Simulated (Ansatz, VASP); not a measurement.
Ti: VASP beside Ansatz

```
CELL_PARAMETERS angstrom
-1.46213 1.46213 2.12447
1.46213 -1.46213 2.12447
1.46213 1.46213 -2.12447
ATOMIC_POSITIONS crystal
Ti 0.00000 0.00000 0.00000
```

Alike in both runs: task single point; functional PBE; k mesh 22 × 22 × 22; occupations gaussian, width 0.15 eV; no spin polarisation.

```csv
,VASP,Ansatz
version,VASP 6.6.1,Ansatz 0.2.0
potentials or method,"VASP PAW PBE potentials, release 64 (Ti_sv), cutoff 520 eV","scalar-relativistic, plane waves, PAW"
valence electrons in the cell,12,12
```

Ansatz gave:

```
gap on the k mesh at the Fermi level (eV)                     : none
pressure (GPa)                                                : -4.4
traceless stress, the component that is largest in VASP (GPa) : -0.62
```

Q: Which values does VASP return?

A: gap on the k mesh at the Fermi level (eV): none; pressure (GPa): -4.6; traceless stress, the component that is largest in VASP (GPa): -0.62.

A gap of «none» marks a metal or a gap that the smearing closes.
